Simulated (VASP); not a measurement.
Write the native input for VASP 6.6.1 that does the following.

```yaml
Task: single point
Functional: LDA
Potentials_or_basis: VASP PAW LDA potentials, release 64 (Hg, Te)
Cutoff: 520 eV
k_mesh: 10 × 10 × 10
Occupations: fermi-dirac, width 0.08 eV
Spin: no spin polarisation
Dipole_correction: no
Further_INCAR_settings: ALGO = Normal; EDIFF = 1e-06; NBANDS = 16
```

The structure of HgTe lies in POSCAR:

```
HgTe
1.0
    0.0292150000      2.9361075000      2.9361075000
    2.9361075000      0.0292150000      2.9361075000
    2.9361075000      2.9361075000      0.0292150000
Hg Te
1 1
Direct
    0.0000000000      0.0000000000      0.0000000000
    0.5000000000      0.5000000000      0.5000000000
```

This cell differs from its parent crystal: equal xy, yz and zx shear strains of +1 %.

The input as run:

INCAR

```
ALGO     = Normal         # electronic algorithm
EDIFF    = 1E-6           # SCF threshold, eV
ENCUT    = 520            # plane-wave cutoff, eV
ISIF     = 2              # what is computed and relaxed
ISMEAR   = -1             # smearing method
LASPH    = T              # aspherical terms in the spheres
LCHARG   = F              # write CHGCAR
LREAL    = F              # projectors in reciprocal space
LWAVE    = F              # write WAVECAR
NBANDS   = 16             # bands
NELM     = 80             # most SCF steps
PREC     = Accurate       # precision mode
SIGMA    = 0.08           # smearing width, eV
```

KPOINTS

```
k-points
0
Gamma
  10 10 10
```

Potentials or basis: VASP PAW LDA potentials, release 64 (Hg, Te).

The run is started by

```bash
$ cat potpaw_LDA.64/Hg/POTCAR potpaw_LDA.64/Te/POTCAR > POTCAR
$ mpirun -np 1 vasp_std > vasp.out
```

Results of the run:

| Item | Value |
| --- | --- |
| Pressure | 4.4 GPa |
| Band gap on the k mesh | zero (band 9 reaches 6.26 eV, above the bottom of band 10 at 3.02 eV) |

Caveat: the cell differs from its parent crystal (equal xy, yz and zx shear strains of +1 %); spin-orbit coupling is left out, which moves the levels of the heavy elements.

Wall time 75 s on 1 thread of Intel(R) Xeon(R) Platinum 8488C (Sapphire Rapids), on a shared host, peak memory 0.22 GiB.
